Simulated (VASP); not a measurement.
# SrO (P6_3mc) in VASP: a series of runs

Runs on SrO. Level: PBE. Tasks: single point.

All numbers are computed with VASP 6.6.1; they aren't measurements. Logs are shortened: lines on timing, memory, paths and dates and some standing lists are left out, and cuts for length are marked.

## (1) The cell of the first run

It takes space group P6_3mc (No. 186, hexagonal). Conventional cell: a = 3.666 Å, b = 3.666 Å, c = 6.399 Å, α = 90.00°, β = 90.00°, γ = 120.00°. Sr (site symmetry 3m) has 6 O at 2.63 to 2.68 Å within 3.5 Å. O (site symmetry 3m) has 6 Sr at 2.63 to 2.68 Å and 2 O at 3.20 Å within 3.5 Å.

## (2) Single point, PBE (atoms displaced along a vibrational mode, the cell strained)

Input file INCAR:

```
SYSTEM = SrO
PREC = Accurate
ENCUT = 520
EDIFF = 1E-6
ISMEAR = 0
SIGMA = 0.05
LREAL = .FALSE.
LASPH = .TRUE.
NELM = 80
ALGO = Normal
ISIF = 2
LWAVE = .FALSE.
LCHARG = .FALSE.
GGA = PE
NBANDS = 24
```

Input file KPOINTS:

```
regular mesh
0
G
  9 9 4
  0 0 0
```

Input file POSCAR:

```
SrO
1.0
    3.6663715749      0.0000000000      0.0000000000
   -1.8331857875      3.1751709235      0.0000000000
    0.0000000000      0.0000000000      6.3986871764
Sr O
2 2
Direct
    0.3333333333      0.6666666667      0.2508657934
    0.6666666667      0.3333333333      0.7508657934
    0.0000000000      0.0000000000     -0.0047415976
    0.0000000000      0.0000000000      0.4952584024
```

Potentials or basis: VASP PAW PBE potentials, release 64 (Sr_sv, O).

Run with:

```sh
cat potpaw_PBE.64/Sr_sv/POTCAR potpaw_PBE.64/O/POTCAR > POTCAR
mpirun -np 1 vasp_std > vasp.out
```

OUTCAR:

```text
SYSTEM = SrO
   PREC = Accurate
   ENCUT = 520
   EDIFF = 1E-6
   ISMEAR = 0
   LREAL = .FALSE.
   LASPH = .TRUE.
   NELM = 80
   ISIF = 2
   GGA = PE

 ion  position               nearest neighbor table
   1  0.333  0.667  0.251-   4 2.63   4 2.63   4 2.63   3 2.68   3 2.68   3 2.68   2 3.84   2 3.84
                             2 3.84   2 3.84   2 3.84   2 3.84
   2  0.667  0.333  0.751-   3 2.63   3 2.63   3 2.63   4 2.68   4 2.68   4 2.68   1 3.84   1 3.84
                             1 3.84   1 3.84   1 3.84   1 3.84
   3  0.000  0.000  0.995-   2 2.63   2 2.63   2 2.63   1 2.68   1 2.68   1 2.68
   4  0.000  0.000  0.495-   1 2.63   1 2.63   1 2.63   2 2.68   2 2.68   2 2.68

  LATTYP: Found a hexagonal cell.
 ALAT       =     3.6663715749
 C/A-ratio  =     1.7452369586

  Lattice vectors:

 A1 = (   3.6663715749,   0.0000000000,   0.0000000000)
 A2 = (  -1.8331857875,   3.1751709235,   0.0000000000)
 A3 = (   0.0000000000,   0.0000000000,   6.3986871764)

Analysis of symmetry for initial positions (statically):
=====================================================================
 Subroutine PRICEL returns:
 Original cell was already a primitive cell.

 Routine SETGRP: Setting up the symmetry group for a
 hexagonal supercell.

 Subroutine GETGRP returns: Found 12 space group operations
 (whereof  6 operations were pure point group operations)
 out of a pool of 24 trial point group operations.

The static configuration has the point symmetry C_3v.
 The point group associated with its full space group is C_6v.

Analysis of symmetry for dynamics (positions and initial velocities):
=====================================================================
 Subroutine PRICEL returns:
 Original cell was already a primitive cell.

 Routine SETGRP: Setting up the symmetry group for a
 hexagonal supercell.

 Subroutine GETGRP returns: Found 12 space group operations
 (whereof  6 operations were pure point group operations)
 out of a pool of 24 trial point group operations.

The dynamic configuration has the point symmetry C_3v.
 The point group associated with its full space group is C_6v.

 Subroutine INISYM returns: Found 12 space group operations
 (whereof  6 operations are pure point group operations),
 and found     1 'primitive' translations

----------------------------------------------------------------------------------------

                                     Primitive cell

  volume of cell :      74.4894
[... 93 lines left out ...]
   EDIFF  = 0.1E-05   stopping-criterion for ELM
   LREAL  =      F    real-space projection
   EDIFFG = 0.1E-04   stopping-criterion for IOM
   NSW    =      0    number of steps for IOM
   IBRION =     -1    ionic relax: 0-MD 1-quasi-New 2-CG
   NFREE  =      0    steps in history (QN), initial steepest desc. (CG)
   ISIF   =      2    stress and relaxation
   ISYM   =      2    0-nonsym 1-usesym 2-fastsym
   POTIM  = 0.5000    time-step for ionic-motion
   TEBEG  =    0.0;   TEEND  =   0.0 temperature during run
   PSTRESS=    0.0 pullay stress
   NELECT =      32.0000    total number of electrons
   NUPDOWN=      -1.0000    fix difference up-down
   EMIN   =  10.00;   EMAX   =-10.00  energy-range for DOS
   EFERMI =   0.00;   METHOD = LEGACY
   ISMEAR =     0;   SIGMA  =   0.05  broadening in eV -4-tet -1-fermi 0-gaus
   EFERMI_NEDOS =   21; number of points for ismear=-14 and -15
   IALGO  =     38    algorithm
   IMIX   =      4    mixing-type and parameters
     AMIX     =   0.40;   BMIX     =  1.00
     AMIX_MAG =   1.60;   BMIX_MAG =  1.00
  volume/ion in A,a.u.               =      18.62       125.67
  Fermi-wavevector in a.u.,A,eV,Ry     =   1.235265  2.334312 20.760840  1.525879
  Thomas-Fermi vector in A             =   2.369921
   LORBIT       =      0    0 simple, 1 ext, 2 COOP (PROOUT), +10 PAW based schemes
   GGA     = PE    functional components
   LHFCALC =     F    Hartree Fock is set to
   AEXX    =    0.0000 exact exchange contribution
   IVDW    =     0    specifies the selected vdW correction
   LEPSILON=     F    determine dielectric tensor
   LRPA    =     F    only Hartree local field effects (RPA)
 non-spin polarized calculation
 Gauss-broadening in eV      SIGMA  =   0.05
  energy-cutoff  :      520.00
  volume of cell :       74.49
 maximum number of plane-waves:      2024
 NGX is ok and might be reduce to    28
   NGX = 13   NGY = 13   NGZ = 23

 number of electron      32.0000002 magnetization

 Free energy of the ion-electron system (eV)
  ---------------------------------------------------
  ext. energy  EPLUGINS =         0.00000000
  ---------------------------------------------------
  free energy    TOTEN  =       -23.67356196 eV

  energy without entropy =      -23.67356196  energy(sigma->0) =      -23.67356196

 E-fermi :   1.9561     XC(G=0):  -9.5967

 val. band max:        1.7501454297   @ k =   0.0000   0.0000   0.0000
 cond. band min:       4.3212007318   @ k =   0.0000   0.0000   0.0000
 fundamental gap:      2.5710553021
 Fermi energy:         1.9560701830

 k-point     1 :       0.0000    0.0000    0.0000
  band No.  band energies     occupation
      1     -31.5134      2.00000
      2     -31.4425      2.00000
      3     -15.0747      2.00000
      4     -13.6361      2.00000
      5     -13.2703      2.00000
      6     -13.2703      2.00000
[... 637 lines left out ...]
     23      10.8603      0.00000
     24      11.0438      0.00000

 [... further k-points ...]

------------------------ aborting loop because EDIFF is reached ----------------------------------------

  FORCE on cell =-STRESS in cart. coord.  units (eV):
  Direction    XX          YY          ZZ          XY          YZ          ZX
  --------------------------------------------------------------------------------------
  -------------------------------------------------------------------------------------
  Total       -2.0712955     -2.0712955     -2.4548834      0.0000000      0.0000000      0.0000000
  in kB      -44.5510748    -44.5510748    -52.8015891      0.0000000      0.0000000      0.0000000
  external PRESSURE =     -47.3012462 kB  Pullay stress =       0.0000000 kB

 VOLUME and BASIS-vectors are now :
 -----------------------------------------------------------------------------
  energy-cutoff  :      520.00
  volume of cell :       74.49
      direct lattice vectors                 reciprocal lattice vectors
     3.666371575  0.000000000  0.000000000     0.272749223  0.157471838  0.000000000
    -1.833185787  3.175170924  0.000000000     0.000000000  0.314943675  0.000000000
     0.000000000  0.000000000  6.398687176     0.000000000  0.000000000  0.156282058

 POSITION                                       TOTAL-FORCE (eV/Angst)
 -----------------------------------------------------------------------------------
     -0.00000      2.11678      1.60521        -0.000000     -0.000000     -0.040193
      1.83319      1.05839      4.80456         0.000000      0.000000     -0.040193
      0.00000      0.00000      6.36835         0.000000      0.000000      0.040193
      0.00000      0.00000      3.16900        -0.000000     -0.000000      0.040193
 -----------------------------------------------------------------------------------
    total drift:                                0.000000     -0.000000     -0.000440

  FREE ENERGIE OF THE ION-ELECTRON SYSTEM (eV)
  ---------------------------------------------------
  free  energy   TOTEN  =       -23.6735619587 eV

  energy  without entropy=      -23.6735619587  energy(sigma->0) =      -23.67356196
```

OSZICAR:

```text
N       E                     dE             d eps       ncg     rms          rms(c)
DAV:   1     0.171730001595E+03    0.17173E+03   -0.15976E+04  1728   0.125E+03
DAV:   2    -0.170453873392E+02   -0.18878E+03   -0.17763E+03  2408   0.280E+02
DAV:   3    -0.280760763773E+02   -0.11031E+02   -0.10956E+02  2664   0.596E+01
DAV:   4    -0.283607455080E+02   -0.28467E+00   -0.28458E+00  2304   0.762E+00
DAV:   5    -0.283631402769E+02   -0.23948E-02   -0.23947E-02  2448   0.793E-01    0.196E+01
DAV:   6    -0.239430251719E+02    0.44201E+01   -0.20637E+01  1912   0.238E+01    0.234E+01
DAV:   7    -0.237472032248E+02    0.19582E+00   -0.16569E+00  2496   0.689E+00    0.151E+01
DAV:   8    -0.236795276312E+02    0.67676E-01   -0.60786E-01  1824   0.521E+00    0.152E+00
DAV:   9    -0.236702821047E+02    0.92455E-02   -0.50713E-02  2672   0.154E+00    0.511E-01
DAV:  10    -0.236728601800E+02   -0.25781E-02   -0.63695E-03  2088   0.433E-01    0.150E-01
DAV:  11    -0.236734714633E+02   -0.61128E-03   -0.15762E-03  2032   0.217E-01    0.468E-02
DAV:  12    -0.236735578083E+02   -0.86345E-04   -0.16265E-04  2272   0.730E-02    0.436E-02
DAV:  13    -0.236735619506E+02   -0.41423E-05   -0.12783E-05  1992   0.251E-02    0.944E-03
DAV:  14    -0.236735619587E+02   -0.80922E-08   -0.32086E-06  2128   0.107E-02
   1 F= -.23673562E+02 E0= -.23673562E+02  d E =-.374470E-11
```

Wall time 24 s (1 thread of Intel Xeon 6975P-C (Granite Rapids), shared host); peak memory 0.21 GiB.

What came out:

| Property | Result |
| --- | --- |
| Free energy | -23.6736 eV |
| Pressure | -4.7 GPa |
| Largest force | 0.040 eV/Å |
| Band gap on the k mesh | 2.57 eV |

Forces in eV/Å, atoms in the order of the input:
```
Sr   0.000  0.000 -0.040
Sr   0.000  0.000 -0.040
O    0.000  0.000  0.040
O    0.000  0.000  0.040
```

Levels at points of the mesh, in eV from the valence-band top:
```tsv
k point	band 14	band 15	band 16	band 17	band 18	band 19
(0.00, 0.00, 0.00)	-0.66	-0.66	0.00	2.57	4.77	5.04
(0.00, 0.00, 0.50)	-0.81	-0.81	-0.81	4.21	4.21	5.63
```

Caveat: the cell differs from its parent crystal (atoms displaced along a vibrational mode, the cell strained); the cell stands under tension; an odd mesh through Γ misses points on the zone boundary, where band edges can lie.

## (3) Single point, PBE (atoms displaced along a vibrational mode, the cell strained)

Input file INCAR:

```
  PREC = Accurate
  ENCUT = 520
  EDIFF = 1E-6
  ISMEAR = 0
  SIGMA = 0.05
  LREAL = False
  LASPH = True
  NELM = 100
  ALGO = Normal
  ISIF = 2
  LWAVE = False
  LCHARG = True
  GGA = PE
  LELF = True
  LVHAR = True
  NBANDS = 24
```

Input file KPOINTS:

```
regular mesh
0
Gamma
  9 9 4
```

Input file POSCAR:

```
SrO
1.0
    3.4875241810      0.0000000000      0.0000000000
   -1.7437620905      3.0202845370      0.0000000000
    0.0000000000      0.0000000000      6.0865560946
Sr O
2 2
Direct
    0.3333333333      0.6666666667      0.2508657934
    0.6666666667      0.3333333333      0.7508657934
    0.0000000000      0.0000000000     -0.0047415976
    0.0000000000      0.0000000000      0.4952584024
```

Potentials or basis: VASP PAW PBE potentials, release 64 (Sr_sv, O).

Run with:

```sh
cat potpaw_PBE.64/Sr_sv/POTCAR potpaw_PBE.64/O/POTCAR > POTCAR
mpirun -np 1 vasp_std > vasp.out
```

OUTCAR:

```text
PREC = Accurate
   ENCUT = 520
   EDIFF = 1E-6
   ISMEAR = 0
   LREAL = False
   LASPH = True
   NELM = 100
   ISIF = 2
   GGA = PE

 ion  position               nearest neighbor table
   1  0.333  0.667  0.251-   4 2.50   4 2.50   4 2.50   3 2.54   3 2.54   3 2.54   2 3.65   2 3.65
                             2 3.65   2 3.65   2 3.65   2 3.65   2 5.05   2 5.05   2 5.05   2 5.05
   2  0.667  0.333  0.751-   3 2.50   3 2.50   3 2.50   4 2.54   4 2.54   4 2.54   1 3.65   1 3.65
                             1 3.65   1 3.65   1 3.65   1 3.65   1 5.05   1 5.05   1 5.05   1 5.05
   3  0.000  0.000  0.995-   2 2.50   2 2.50   2 2.50   1 2.54   1 2.54   1 2.54
   4  0.000  0.000  0.495-   1 2.50   1 2.50   1 2.50   2 2.54   2 2.54   2 2.54

  LATTYP: Found a hexagonal cell.
 ALAT       =     3.4875241810
 C/A-ratio  =     1.7452369586

  Lattice vectors:

 A1 = (   3.4875241810,   0.0000000000,   0.0000000000)
 A2 = (  -1.7437620905,   3.0202845370,   0.0000000000)
 A3 = (   0.0000000000,   0.0000000000,   6.0865560946)

Analysis of symmetry for initial positions (statically):
=====================================================================
 Subroutine PRICEL returns:
 Original cell was already a primitive cell.

 Routine SETGRP: Setting up the symmetry group for a
 hexagonal supercell.

 Subroutine GETGRP returns: Found 12 space group operations
 (whereof  6 operations were pure point group operations)
 out of a pool of 24 trial point group operations.

The static configuration has the point symmetry C_3v.
 The point group associated with its full space group is C_6v.

Analysis of symmetry for dynamics (positions and initial velocities):
=====================================================================
 Subroutine PRICEL returns:
 Original cell was already a primitive cell.

 Routine SETGRP: Setting up the symmetry group for a
 hexagonal supercell.

 Subroutine GETGRP returns: Found 12 space group operations
[... 127 lines left out ...]
     AMIX     =   0.40;   BMIX     =  1.00
     AMIX_MAG =   1.60;   BMIX_MAG =  1.00
  volume/ion in A,a.u.               =      16.03       108.16
  Fermi-wavevector in a.u.,A,eV,Ry     =   1.298612  2.454020 22.944755  1.686392
  Thomas-Fermi vector in A             =   2.429929
   LORBIT       =      0    0 simple, 1 ext, 2 COOP (PROOUT), +10 PAW based schemes
   GGA     = PE    functional components
   LHFCALC =     F    Hartree Fock is set to
   AEXX    =    0.0000 exact exchange contribution
   IVDW    =     0    specifies the selected vdW correction
   LEPSILON=     F    determine dielectric tensor
   LRPA    =     F    only Hartree local field effects (RPA)
 non-spin polarized calculation
 Gauss-broadening in eV      SIGMA  =   0.05
  energy-cutoff  :      520.00
  volume of cell :       64.11
 maximum number of plane-waves:      1762
 NGX is ok and might be reduce to    28
   NGX = 13   NGY = 13   NGZ = 23

 number of electron      32.0000003 magnetization

 Free energy of the ion-electron system (eV)
  ---------------------------------------------------
  ext. energy  EPLUGINS =         0.00000000
  ---------------------------------------------------
  free energy    TOTEN  =       -23.61286114 eV

  energy without entropy =      -23.61286114  energy(sigma->0) =      -23.61286114

 E-fermi :   2.7654     XC(G=0): -10.3011

 val. band max:        2.5345372121   @ k =   0.0000   0.0000   0.0000
 cond. band min:       5.6368372604   @ k =   0.4444  -0.0000   0.0000
 fundamental gap:      3.1023000483
 Fermi energy:         2.7653893524

 k-point     1 :       0.0000    0.0000    0.0000
  band No.  band energies     occupation
      1     -30.3000      2.00000
      2     -30.1579      2.00000
      3     -14.7966      2.00000
      4     -13.1488      2.00000
      5     -11.9045      2.00000
      6     -11.9045      2.00000
[... 637 lines left out ...]
     23      12.6144      0.00000
     24      12.7057      0.00000

 [... further k-points ...]

------------------------ aborting loop because EDIFF is reached ----------------------------------------

  FORCE on cell =-STRESS in cart. coord.  units (eV):
  Direction    XX          YY          ZZ          XY          YZ          ZX
  --------------------------------------------------------------------------------------
  -------------------------------------------------------------------------------------
  Total        3.0865261      3.0865261      3.5520588      0.0000000     -0.0000000      0.0000000
  in kB       77.1336381     77.1336381     88.7675041      0.0000000     -0.0000000      0.0000000
  external PRESSURE =      81.0115934 kB  Pullay stress =       0.0000000 kB

 VOLUME and BASIS-vectors are now :
 -----------------------------------------------------------------------------
  energy-cutoff  :      520.00
  volume of cell :       64.11
      direct lattice vectors                 reciprocal lattice vectors
     3.487524181  0.000000000  0.000000000     0.286736363  0.165547316  0.000000000
    -1.743762090  3.020284537  0.000000000     0.000000000  0.331094633  0.000000000
     0.000000000  0.000000000  6.086556095     0.000000000  0.000000000  0.164296522

 POSITION                                       TOTAL-FORCE (eV/Angst)
 -----------------------------------------------------------------------------------
     -0.00000      2.01352      1.52691         0.000000     -0.000000     -0.113364
      1.74376      1.00676      4.57019        -0.000000      0.000000     -0.113364
      0.00000      0.00000      6.05770         0.000000     -0.000000      0.113364
      0.00000      0.00000      3.01442        -0.000000      0.000000      0.113364
 -----------------------------------------------------------------------------------
    total drift:                                0.000000     -0.000000      0.000134

  FREE ENERGIE OF THE ION-ELECTRON SYSTEM (eV)
  ---------------------------------------------------
  free  energy   TOTEN  =       -23.6128611434 eV

  energy  without entropy=      -23.6128611434  energy(sigma->0) =      -23.61286114
```

Run time: 60 s. Hardware: 1 thread of Intel Xeon 6975P-C (Granite Rapids), shared host; peak memory 0.21 GiB.

What came out:

```
Free energy            : -23.6129 eV
Pressure               : 8.1 GPa
Largest force          : 0.113 eV/Å
Band gap on the k mesh : 3.10 eV (least direct gap 3.36 eV)
```

Forces in eV/Å, atoms in the order of the input:
```
Sr   0.000  0.000 -0.113
Sr   0.000  0.000 -0.113
O    0.000  0.000  0.113
O    0.000  0.000  0.113
```

Levels at points of the mesh, in eV from the valence-band top:
```csv
k point,band 14,band 15,band 16,band 17,band 18,band 19
"(0.00, 0.00, 0.00)",-0.88,-0.88,0.00,3.42,5.17,5.19
"(0.00, 0.00, 0.50)",-1.05,-1.05,-1.05,4.97,4.97,6.19
```

Caveat: the cell differs from its parent crystal (atoms displaced along a vibrational mode, the cell strained); the cell stands under pressure; an odd mesh through Γ misses points on the zone boundary, where band edges can lie.

(Part 1 of 2 ends here.)
